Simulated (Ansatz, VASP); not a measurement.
# HPbNO4 in VASP and in Ansatz

The input INCAR:

```
SYSTEM = HPbNO4
ALGO = Normal ; EDIFF = 1E-6
ENCUT = 600 ; GGA = PE
GGA_COMPAT = .False. ; ISIF = 2
ISMEAR = -1 ; KPAR = 4
LASPH = .True. ; LCHARG = .False.
LNONCOLLINEAR = .True. ; LORBIT = 11
LORBMOM = .True. ; LREAL = .False.
LSORBIT = .True. ; LWAVE = .False.
MAGMOM = 0 0 0 0 0 0 0 0 0 0 0 0 0 0 0 0 0 0 0 0 0 ; NBANDS = 61
NELM = 200 ; PREC = Accurate
SIGMA = 0.05
```

KPOINTS

```
k-points
0
Gamma
  5 4 4
  0 0 0
```

Contents of POSCAR:

```
HPbNO4
1.0
    4.2753100000     -0.0004000000      0.0063600000
   -2.0839900000      5.2077500000     -0.0490700000
   -2.1237700000     -1.8657400000      4.9149100000
H Pb N O
1 1 1 4
Direct
    0.9907300000      0.0333000000      0.9099400000
    0.5027400000      0.8198900000      0.1428700000
    0.0083800000      0.4740800000      0.5026500000
    0.9981600000      0.9274100000      0.0287700000
    0.1946700000      0.7343500000      0.6085200000
    0.8167300000      0.3588200000      0.2455600000
    0.0138100000      0.3312100000      0.6521700000
```

input.yaml

```yaml
crystal:
  lattice:
    - [4.27531, -0.0004, 0.00636]
    - [-2.08399, 5.20775, -0.04907]
    - [-2.12377, -1.86574, 4.91491]
  atoms:
    - { symbol: H, position: [0.99073, 0.0333, 0.90994] }
    - { symbol: Pb, position: [0.50274, 0.81989, 0.14287] }
    - { symbol: "N", position: [0.00838, 0.47408, 0.50265] }
    - { symbol: O, position: [0.99816, 0.92741, 0.02877] }
    - { symbol: O, position: [0.19467, 0.73435, 0.60852] }
    - { symbol: O, position: [0.81673, 0.35882, 0.24556] }
    - { symbol: O, position: [0.01381, 0.33121, 0.65217] }
kpoints:
  mp_grid: { grid: [5, 4, 4] }
  band_path:
    path: [[0.0, 0.5, 0.0], [0.0, 0.0, 0.0], [0.0, 0.0, -0.5]]
    npoints: 12
scf:
  occupations: { method: fermi_dirac, width: 0.05 }
hamiltonian:
  xc: pbe
  pseudopotentials: { kind: all_electron, lapw: { basis_error: 0.002 } }
magnetization:
  noncollinear: true
  spin_orbit: true
output:
  forces: true
  stress: true
  eigenvalues: true
```

Alike in both runs: functional PBE; k mesh 5 × 4 × 4; occupations fermi-dirac, width 0.05 eV; non-collinear spin, spin-orbit coupling.

|  | VASP | Ansatz |
| --- | --- | --- |
| version | VASP 6.6.1 | Ansatz 0.2.0 |
| potentials or method | VASP PAW PBE potentials, release 64 (H, Pb_d, N, O), cutoff 600 eV | all-electron LAPW, relativistic spinors |
| task | single point | band structure |

```tsv
	VASP	Ansatz	Ansatz less VASP
pressure (GPa)	0.4	-0.2	-0.59
traceless stress, the component that is largest in VASP (GPa)	-0.81	-0.01	+0.795
rms of the force components (eV/Å)	0.149	0.023	-0.1264
```

Atom by atom the forces differ by 0.166 eV/Å (rms over components). One of these differences is far larger than is usual between the two programs; its cause wasn't traced. Ansatz ran all-electron here, and VASP with PAW potentials.

The k mesh is coarse, so the values compare programs but aren't converged.
